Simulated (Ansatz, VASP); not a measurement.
**One calculation of AlN, two programs**

Contents of INCAR:

```
SYSTEM = AlN
PREC = Accurate
ENCUT = 520
EDIFF = 1E-7
ISMEAR = 0
SIGMA = 0.05
LREAL = .False.
LASPH = .True.
NELM = 100
ALGO = Normal
ISIF = 2
LWAVE = .False.
LCHARG = .False.
GGA = PE
NBANDS = 11
```

Contents of KPOINTS:

```
Automatic mesh
0
Gamma
  10 10 10
  0 0 0
```

The input POSCAR:

```
AlN
1.0
    0.0000000000      2.2380199219      2.2380199219
    2.2380199219      0.0000000000      2.2380199219
    2.2380199219      2.2380199219      0.0000000000
Al N
1 1
Direct
   -0.0091503777      0.0091503777      0.0091503777
    0.7676262774      0.7323737226      0.7323737226
```

Input for Ansatz:

```yaml
crystal:
  lattice:
    - [0.0, 2.2380199219, 2.2380199219]
    - [2.2380199219, 0.0, 2.2380199219]
    - [2.2380199219, 2.2380199219, 0.0]
  atoms:
    - { symbol: Al, position: [-0.0091503777, 0.0091503777, 0.0091503777] }
    - { symbol: "N", position: [0.7676262774, 0.7323737226, 0.7323737226] }
basis:
  ecutwfc: 520.0
kpoints:
  mp_grid: { grid: [10, 10, 10] }
hamiltonian:
  xc: pbe
  pseudopotentials: { kind: paw, azcp: { folder: soft_1 } }
scf:
  occupations: { method: gaussian, width: 0.05 }
output:
  forces: true
  stress: true
  eigenvalues: true
```

Change from the starting cell: mode 4 frozen in at -0.078 Å, equal normal strain along x, y and z +0.0167.

Alike in both runs: task single point; functional PBE; k mesh 10 × 10 × 10; occupations gaussian, width 0.05 eV; no spin polarisation.

|  | VASP | Ansatz |
| --- | --- | --- |
| version | VASP 6.6.1 | Ansatz 0.2.0 |
| potentials or method | VASP PAW PBE potentials, release 64 (Al, N), cutoff 520 eV | scalar-relativistic, plane waves, PAW |
| valence electrons in the cell | 8 | 8 |

```csv
,VASP,Ansatz,Ansatz less VASP
gap on the k mesh at the Fermi level (eV),2.97,2.98,+0.006
least direct gap on the mesh (eV),3.25,3.24,-0.005
pressure (GPa),-7.5,-7.3,+0.19
"traceless stress, the component that is largest in VASP (GPa)",-4.94,-4.93,+0.014
rms of the force components (eV/Å),0.808,0.806,-0.0014
```

Atom by atom the forces differ by 0.001 eV/Å (rms over components). With one functional, cell and mesh, what is left measures potentials, basis and numerics.
